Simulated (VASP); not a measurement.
# In (I4/mmm) in VASP: notebook

The runs below take In through single point, with LDA.

All numbers are computed with VASP 6.6.1; they aren't measurements. Logs are shortened: lines on timing, memory, paths and dates and some standing lists are left out, and cuts for length are marked.

## Step 1: The cell of the first run

Symmetry: I4/mmm, No. 139, tetragonal system. Conventional cell: a = 3.252 Å, b = 3.252 Å, c = 4.997 Å, α = 90.00°, β = 90.00°, γ = 90.00°. In (site symmetry 4/mmm) has 12 In at 3.25 to 3.40 Å within 4.3 Å.

## Step 2: Single point, LDA (zz strain of +1 %)

INCAR reads:

```
SYSTEM = In
  ALGO = Normal
  EDIFF = 1E-7
  ENCUT = 520
  GGA = CA
  ISIF = 2
  ISMEAR = -1
  LASPH = .True.
  LCHARG = .False.
  LREAL = .False.
  LWAVE = .False.
  NBANDS = 12
  NELM = 80
  PREC = Accurate
  SIGMA = 0.05
```

KPOINTS reads:

```
k-points
0
Gamma
  14 14 14
  0 0 0
```

POSCAR reads:

```
In
1.0
   -1.6261500000      1.6261500000      2.4986895000
    1.6261500000     -1.6261500000      2.4986895000
    1.6261500000      1.6261500000     -2.4986895000
In
1
Direct
    0.0000000000      0.0000000000      0.0000000000
```

Potentials or basis: VASP PAW LDA potentials, release 64 (In_d).

The run is started by

```bash
cat potpaw_LDA.64/In_d/POTCAR > POTCAR
mpirun -np 1 vasp_std > vasp.out
```

OUTCAR:

```text
SYSTEM = In
   EDIFF = 1E-7
   ENCUT = 520
   GGA = CA
   ISIF = 2
   ISMEAR = -1
   LASPH = .True.
   LREAL = .False.
   NELM = 80
   PREC = Accurate

 ion  position               nearest neighbor table
   1  0.000  0.000  0.000-

  LATTYP: Found a body centered tetragonal cell.
 ALAT       =     3.2523000000
 C/A-ratio  =     1.5365676598

  Lattice vectors:

 A1 = (  -1.6261500000,   1.6261500000,   2.4986895000)
 A2 = (   1.6261500000,  -1.6261500000,   2.4986895000)
 A3 = (   1.6261500000,   1.6261500000,  -2.4986895000)

Analysis of symmetry for initial positions (statically):
=====================================================================
 Subroutine PRICEL returns:
 Original cell was already a primitive cell.

 Routine SETGRP: Setting up the symmetry group for a
 body centered tetragonal supercell.

 Subroutine GETGRP returns: Found 16 space group operations
 (whereof 16 operations were pure point group operations)
 out of a pool of 16 trial point group operations.

The static configuration has the point symmetry D_4h.

Analysis of symmetry for dynamics (positions and initial velocities):
=====================================================================
 Subroutine PRICEL returns:
 Original cell was already a primitive cell.

 Routine SETGRP: Setting up the symmetry group for a
 body centered tetragonal supercell.

 Subroutine GETGRP returns: Found 16 space group operations
 (whereof 16 operations were pure point group operations)
 out of a pool of 16 trial point group operations.

The dynamic configuration has the point symmetry D_4h.

 Subroutine INISYM returns: Found 16 space group operations
 (whereof 16 operations are pure point group operations),
 and found     1 'primitive' translations

----------------------------------------------------------------------------------------

                                     Primitive cell

  volume of cell :      26.4298

  direct lattice vectors                    reciprocal lattice vectors
    -1.626150000  1.626150000  2.498689500     0.000000000  0.307474710  0.200104895
     1.626150000 -1.626150000  2.498689500     0.307474710  0.000000000  0.200104895
     1.626150000  1.626150000 -2.498689500     0.307474710  0.307474710  0.000000000

  length of vectors
     3.395905897  3.395905897  3.395905897     0.366855103  0.366855103  0.434834905

  position of ions in fractional coordinates (direct lattice)
     0.000000000  0.000000000  0.000000000

  ion indices of the primitive-cell ions
   primitive index   ion index
                 1           1

----------------------------------------------------------------------------------------

 KPOINTS: k-points

Automatic generation of k-mesh.
 Grid dimensions read from file:
 generate k-points for:   14   14   14

 Generating k-lattice:

  Cartesian coordinates                     Fractional coordinates (reciprocal lattice)
     0.000000000  0.021962479  0.014293207     0.071428571  0.000000000 -0.000000000
     0.021962479  0.000000000  0.014293207     0.000000000  0.071428571 -0.000000000
     0.021962479  0.021962479  0.000000000     0.000000000  0.000000000  0.071428571

  Length of vectors
     0.026203936  0.026203936  0.031059636

  Shift w.r.t. Gamma in fractional coordinates (k-lattice)
     0.000000000  0.000000000  0.000000000

 Subroutine IBZKPT returns following result:
 ===========================================

 Found    244 irreducible k-points:

 Following reciprocal coordinates:
            Coordinates               Weight
  0.000000  0.000000  0.000000      1.000000
  0.071429  0.000000 -0.000000      8.000000
  0.142857  0.000000  0.000000      8.000000
  0.214286  0.000000  0.000000      8.000000
  0.285714  0.000000 -0.000000      8.000000
  0.357143  0.000000  0.000000      8.000000
[... 16 lines left out ...]
  0.214286  0.142857 -0.000000     16.000000
  0.285714  0.142857  0.000000     16.000000
 [... further k-points ...]
   k-points           NKPTS =    244   k-points in BZ     NKDIM =    244   number of bands    NBANDS=     12
   number of dos      NEDOS =    301   number of ions     NIONS =      1
   total plane-waves  NPLWV =  21952
   dimension x,y,z NGX =    28 NGY =   28 NGZ =   28
   dimension x,y,z NGXF=    56 NGYF=   56 NGZF=   56
   ions per type =               1
   NGX,Y,Z   is equivalent  to a cutoff of  13.71, 13.71, 13.71 a.u.
   NGXF,Y,Z  is equivalent  to a cutoff of  27.41, 27.41, 27.41 a.u.
 SYSTEM =  In
   PREC   = accura    normal or accurate (medium, high low for compatibility)
   ISTART =      0    job   : 0-new  1-cont  2-samecut
   ICHARG =      2    charge: 1-file 2-atom 10-const
   ISPIN  =      1    spin polarized calculation?
   LNONCOLLINEAR =      F non collinear calculations
   LSORBIT =      F    spin-orbit coupling
   LASPH  =      T    aspherical Exc in radial PAW
   ENCUT  =  520.0 eV  38.22 Ry    6.18 a.u.   6.31  6.31  6.31*2*pi/ulx,y,z
   NELM   =     80;   NELMIN=  2; NELMDL= -5     # of ELM steps
   EDIFF  = 0.1E-06   stopping-criterion for ELM
   LREAL  =      F    real-space projection
   EDIFFG = 0.1E-05   stopping-criterion for IOM
   NSW    =      0    number of steps for IOM
   IBRION =     -1    ionic relax: 0-MD 1-quasi-New 2-CG
   NFREE  =      0    steps in history (QN), initial steepest desc. (CG)
   ISIF   =      2    stress and relaxation
   ISYM   =      2    0-nonsym 1-usesym 2-fastsym
   POTIM  = 0.5000    time-step for ionic-motion
   TEBEG  =    0.0;   TEEND  =   0.0 temperature during run
   PSTRESS=    0.0 pullay stress
   NELECT =      13.0000    total number of electrons
   NUPDOWN=      -1.0000    fix difference up-down
   EMIN   =  10.00;   EMAX   =-10.00  energy-range for DOS
   EFERMI =   0.00;   METHOD = LEGACY
   ISMEAR =    -1;   SIGMA  =   0.05  broadening in eV -4-tet -1-fermi 0-gaus
   EFERMI_NEDOS =   21; number of points for ismear=-14 and -15
   IALGO  =     38    algorithm
   IMIX   =      4    mixing-type and parameters
     AMIX     =   0.40;   BMIX     =  1.00
     AMIX_MAG =   1.60;   BMIX_MAG =  1.00
  volume/ion in A,a.u.               =      26.43       178.36
  Fermi-wavevector in a.u.,A,eV,Ry     =   1.292284  2.442064 22.721717  1.669999
  Thomas-Fermi vector in A             =   2.424002
   LORBIT       =      0    0 simple, 1 ext, 2 COOP (PROOUT), +10 PAW based schemes
   GGA     = CA    functional components
   LHFCALC =     F    Hartree Fock is set to
   AEXX    =    0.0000 exact exchange contribution
   IVDW    =     0    specifies the selected vdW correction
   LEPSILON=     F    determine dielectric tensor
   LRPA    =     F    only Hartree local field effects (RPA)
 non-spin polarized calculation
  energy-cutoff  :      520.00
  volume of cell :       26.43
 maximum number of plane-waves:       727
 NGX is ok and might be reduce to    28
   NGX = 13   NGY = 13   NGZ = 13

 number of electron      13.0000005 magnetization

 Free energy of the ion-electron system (eV)
  ---------------------------------------------------
  ext. energy  EPLUGINS =         0.00000000
  ---------------------------------------------------
  free energy    TOTEN  =        -3.20406007 eV

  energy without entropy =       -3.20072800  energy(sigma->0) =       -3.20239404

 E-fermi :   7.1207     XC(G=0): -10.4785

 val. band max:        7.1002944354   @ k =   0.2857   0.1429   0.0714
 cond. band min:       7.1279646728   @ k =  -0.4286  -0.4286   0.2143
 fundamental gap:      0.0276702374
 Fermi energy:         7.1206743182

 k-point     1 :       0.0000    0.0000    0.0000
  band No.  band energies     occupation
      1      -7.5194      2.00000
      2      -7.4013      2.00000
      3      -7.4013      2.00000
      4      -7.3340      2.00000
      5      -7.2151      2.00000
      6      -2.3935      2.00000
      7      17.4305      0.00000
      8      17.4305      0.00000
      9      17.5929      0.00000
     10      18.7830      0.00000
     11      21.0232      0.00000
     12      21.1787      0.00000

 k-point     2 :       0.0714    0.0000   -0.0000
  band No.  band energies     occupation
      1      -7.5108      2.00000
      2      -7.4022      2.00000
      3      -7.3935      2.00000
      4      -7.3321      2.00000
      5      -7.2186      2.00000
      6      -2.2826      2.00000
      7      16.1487      0.00000
      8      17.2612      0.00000
      9      17.3062      0.00000
     10      18.5738      0.00000
     11      21.3334      0.00000
     12      21.4614      0.00000

 k-point     3 :       0.1429    0.0000    0.0000
  band No.  band energies     occupation
      1      -7.4926      2.00000
      2      -7.4083      2.00000
      3      -7.3740      2.00000
      4      -7.3180      2.00000
      5      -7.2255      2.00000
      6      -1.9474      2.00000
      7      13.7829      0.00000
      8      16.6254      0.00000
      9      17.0243      0.00000
     10      18.5002      0.00000
     11      20.5648      0.00000
     12      22.2080      0.00000

 k-point     4 :       0.2143    0.0000    0.0000
  band No.  band energies     occupation
      1      -7.4804      2.00000
      2      -7.4245      2.00000
      3      -7.3565      2.00000
      4      -7.2784      2.00000
      5      -7.2247      2.00000
      6      -1.3825      2.00000
      7      11.3731      0.00000
      8      15.9237      0.00000
      9      16.7215      0.00000
     10      18.4627      0.00000
     11      19.7630      0.00000
     12      22.5503      0.00000

 k-point     5 :       0.2857    0.0000   -0.0000
  band No.  band energies     occupation
      1      -7.4807      2.00000
      2      -7.4468      2.00000
      3      -7.3557      2.00000
      4      -7.2187      2.00000
      5      -7.2044      2.00000
      6      -0.5842      2.00000
      7       9.0859      0.00000
      8      15.2867      0.00000
      9      16.4705      0.00000
     10      18.4259      0.00000
     11      19.1378      0.00000
     12      21.8039      0.00000
[... 228 lines left out ...]
      1      -7.4970      2.00000
      2      -7.4131      2.00000
      3      -7.3888      2.00000
      4      -7.3278      2.00000
      5      -7.2246      2.00000
      6      -2.2379      2.00000
      7      16.5161      0.00000
      8      16.7085      0.00000
      9      16.8773      0.00000
     10      18.0826      0.00000
     11      22.0992      0.00000
     12      22.1467      0.00000

 k-point    22 :       0.1429    0.1429    0.0000
  band No.  band energies     occupation
      1      -7.4757      2.00000
      2      -7.3844      2.00000
      3      -7.3681      2.00000
      4      -7.3130      2.00000
      5      -7.2097      2.00000
      6      -1.2274      2.00000
      7      12.5037      0.00000
      8      12.8656      0.00000
      9      16.7229      0.00000
     10      19.5115      0.00000
     11      19.5918      0.00000
     12      21.0978      0.00000

 k-point    23 :       0.2143    0.1429   -0.0000
  band No.  band energies     occupation
      1      -7.4588      2.00000
      2      -7.4047      2.00000
      3      -7.3469      2.00000
      4      -7.2929      2.00000
      5      -7.1969      2.00000
      6      -0.5235      2.00000
      7      10.3513      0.00000
      8      12.4261      0.00000
      9      15.8498      0.00000
     10      18.9545      0.00000
     11      19.8107      0.00000
     12      21.0437      0.00000

 k-point    24 :       0.2857    0.1429    0.0000
  band No.  band energies     occupation
      1      -7.4500      2.00000
      2      -7.4270      2.00000
      3      -7.3557      2.00000
      4      -7.2352      2.00000
      5      -7.1834      2.00000
      6       0.4091      2.00000
      7       8.1940      0.00000
      8      12.3338      0.00000
      9      15.0055      0.00000
     10      18.0819      0.00000
     11      19.7686      0.00000
     12      21.4654      0.00000

 [... further k-points ...]
[... 5 lines left out ...]
  --------------------------------------------------------------------------------------
  -------------------------------------------------------------------------------------
  Total       -0.5138779     -0.5138779     -0.4779005      0.0000000     -0.0000000      0.0000000
  in kB      -31.1513590    -31.1513590    -28.9704081      0.0000000     -0.0000000      0.0000000
  external PRESSURE =     -30.4243753 kB  Pullay stress =       0.0000000 kB

 VOLUME and BASIS-vectors are now :
 -----------------------------------------------------------------------------
  energy-cutoff  :      520.00
  volume of cell :       26.43
      direct lattice vectors                 reciprocal lattice vectors
    -1.626150000  1.626150000  2.498689500     0.000000000  0.307474710  0.200104895
     1.626150000 -1.626150000  2.498689500     0.307474710  0.000000000  0.200104895
     1.626150000  1.626150000 -2.498689500     0.307474710  0.307474710  0.000000000

 POSITION                                       TOTAL-FORCE (eV/Angst)
 -----------------------------------------------------------------------------------
      0.00000      0.00000      0.00000         0.000000     -0.000000      0.000000
 -----------------------------------------------------------------------------------
    total drift:                               -0.000000     -0.000000     -0.000000

  FREE ENERGIE OF THE ION-ELECTRON SYSTEM (eV)
  ---------------------------------------------------
  free  energy   TOTEN  =        -3.2040600699 eV

  energy  without entropy=       -3.2007280022  energy(sigma->0) =       -3.20239404
```

Run time: 73 s. Hardware: 1 thread of Intel Xeon Platinum 8259CL at 2.50GHz (Skylake/Cascade Lake), shared host; peak memory 0.19 GiB.

What came out:

| Item | Value |
| --- | --- |
| Free energy | -3.2041 eV |
| Pressure | -3.0 GPa |

Caveat: the cell differs from its parent crystal (zz strain of +1 %); spin-orbit coupling is left out, which moves the levels of the heavy elements.

## Step 3: Single point, LDA (zz strain of +2 %)

INCAR reads:

```
ALGO = Normal ; EDIFF = 1E-6
ENCUT = 520 ; ISIF = 2
ISMEAR = -1 ; LASPH = T
LCHARG = F ; LREAL = F
LWAVE = F ; NBANDS = 12
NELM = 60 ; PREC = Accurate
SIGMA = 0.05
```

KPOINTS reads:

```
k-points
0
Gamma
  14 14 14
```

POSCAR reads:

```
In
1.0
   -1.6261500000      1.6261500000      2.5234290000
    1.6261500000     -1.6261500000      2.5234290000
    1.6261500000      1.6261500000     -2.5234290000
In
1
Direct
    0.0000000000      0.0000000000      0.0000000000
```

Potentials or basis: VASP PAW LDA potentials, release 64 (In_d).

The run is started by

```bash
cat potpaw_LDA.64/In_d/POTCAR > POTCAR
mpirun -np 1 vasp_std > vasp.out
```

It took 84 s on 1 thread of Intel Xeon Platinum 8259CL at 2.50GHz (Skylake/Cascade Lake), shared host; peak memory 0.19 GiB.

Results (log left out):

* Free energy: -3.1991 eV
* Pressure: -3.4 GPa

Levels at points of the mesh, in eV from the Fermi level:
```tsv
k point	band 4	band 5	band 6	band 7	band 8	band 9
(0.00, 0.00, 0.00)	-14.44	-14.31	-9.43	10.24	10.24	10.40
(0.50, 0.00, 0.00)	-14.25	-14.20	-4.35	-3.26	7.06	9.08
(0.50, 0.50, 0.00)	-14.24	-14.12	-1.83	-1.67	3.30	3.86
(0.50, 0.50, 0.50)	-14.20	-14.20	-3.24	-2.70	4.80	4.80
```

Caveat: the cell differs from its parent crystal (zz strain of +2 %); spin-orbit coupling is left out, which moves the levels of the heavy elements.
